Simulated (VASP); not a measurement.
Input of a VASP 6.6.1 run:

INCAR

```
PREC     = Accurate       # precision mode
ENCUT    = 520            # plane-wave cutoff, eV
EDIFF    = 1E-7           # SCF threshold, eV
ISMEAR   = -1             # smearing method
SIGMA    = 0.01           # smearing width, eV
LREAL    = F              # projectors in reciprocal space
LASPH    = T              # aspherical terms in the spheres
NELM     = 100            # most SCF steps
ALGO     = Normal         # electronic algorithm
ISIF     = 2              # what is computed and relaxed
LWAVE    = F              # write WAVECAR
LCHARG   = F              # write CHGCAR
GGA      = PS             # functional
NBANDS   = 16             # bands
```

KPOINTS

```
regular mesh
0
Gamma
  9 9 9
```

The input POSCAR:

```
AgCl
1.0
    0.0554630000      2.8008815000      2.8008815000
    2.8008815000      0.0554630000      2.8008815000
    2.8008815000      2.8008815000      0.0554630000
Ag Cl
1 1
Direct
    0.5000000000      0.5000000000      0.5000000000
    0.0000000000      0.0000000000      0.0000000000
```

Potentials or basis: VASP PAW PBE potentials, release 64 (Ag, Cl).

Command:

```sh
$ cat potpaw_PBE.64/Ag/POTCAR potpaw_PBE.64/Cl/POTCAR > POTCAR
$ mpirun -np 1 vasp_std > vasp.out
```

Q: Predict the band gap on the k mesh.

A: 0.75 eV, indirect (least direct gap 2.97 eV).

Q: Predict the pressure.

A: -2.7 GPa.

Stress tensor (GPa, compression positive):
```
-2.75 -0.13 -0.13
-0.13 -2.75 -0.13
-0.13 -0.13 -2.75
```

Caveat: the cell differs from its parent crystal (equal xy, yz and zx shear strains of +2 %); the PAW data sets were made with another functional, which shifts forces and pressure a little. A k mesh can miss the band edges.
